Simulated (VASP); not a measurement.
Write the native input for VASP 6.6.1 that does the following.

```yaml
Task: single point
Functional: PBE
Potentials_or_basis: VASP PAW PBE potentials, release 64 (Zr_sv, Si)
Cutoff: 520 eV
k_mesh: 12 × 12 × 12
Occupations: gaussian, width 0.1 eV
Spin: no spin polarisation
Dipole_correction: no
k_mesh_for_the_DOS: 18 × 18 × 18
Occupations_for_the_DOS: tetrahedron
Further_INCAR_settings: ALGO = Normal; EDIFF = 1e-06
```

The system is ZrSi3.

```
CELL_PARAMETERS angstrom
0.00000 3.24254 3.24254
3.24254 0.00000 3.24254
3.24254 3.24254 0.00000
ATOMIC_POSITIONS crystal
Zr 0.00000 0.00000 0.00000
Si 0.25000 0.25000 0.25000
Si 0.50000 0.50000 0.50000
Si 0.75000 0.75000 0.75000
```

One way to write it, as run:

POSCAR

```
ZrSi3
1.0
    0.0000000000      3.2425375715      3.2425375715
    3.2425375715      0.0000000000      3.2425375715
    3.2425375715      3.2425375715      0.0000000000
Zr Si
1 3
Direct
    0.0000000000      0.0000000000      0.0000000000
    0.2500000000      0.2500000000      0.2500000000
    0.5000000000      0.5000000000      0.5000000000
    0.7500000000      0.7500000000      0.7500000000
```

INCAR.step1

```
SYSTEM = ZrSi3
ALGO = Normal ; EDIFF = 1E-6
ENCUT = 520 ; GGA = PE
ISIF = 2 ; ISMEAR = 0
LASPH = .True. ; LCHARG = .True.
LMAXMIX = 4 ; LREAL = .False.
LWAVE = .False. ; NBANDS = 20
NELM = 80 ; PREC = Accurate
SIGMA = 0.1
```

KPOINTS.step1

```
k-points
0
Gamma
  12 12 12
  0 0 0
```

INCAR.step2

```
SYSTEM = ZrSi3
ALGO = Normal ; EDIFF = 1E-6
ENCUT = 520 ; GGA = PE
ICHARG = 11 ; ISIF = 2
ISMEAR = -5 ; LASPH = .True.
LCHARG = .False. ; LMAXMIX = 4
LORBIT = 11 ; LREAL = .False.
LWAVE = .False. ; NEDOS = 2001
NELM = 80 ; PREC = Accurate
SIGMA = 0.1
```

KPOINTS.step2

```
k-points
0
Gamma
  18 18 18
  0 0 0
```

Potentials or basis: VASP PAW PBE potentials, release 64 (Zr_sv, Si).

Launch:

```sh
$ cat potpaw_PBE.64/Zr_sv/POTCAR potpaw_PBE.64/Si/POTCAR > POTCAR
$ cp INCAR.step1 INCAR
$ cp KPOINTS.step1 KPOINTS
$ mpirun -np 1 vasp_std > vasp.out
$ cp INCAR.step2 INCAR
$ cp KPOINTS.step2 KPOINTS
$ mpirun -np 1 vasp_std > vasp.out
```

It gave:

The valence electrons inside the program's atomic spheres are Zr 9.90; Si 1.60, 1.51 (each value once).

Run time: 4.9 min on 1 thread of Intel Xeon 8259CL, with other jobs on the host, peak memory 0.35 GiB.
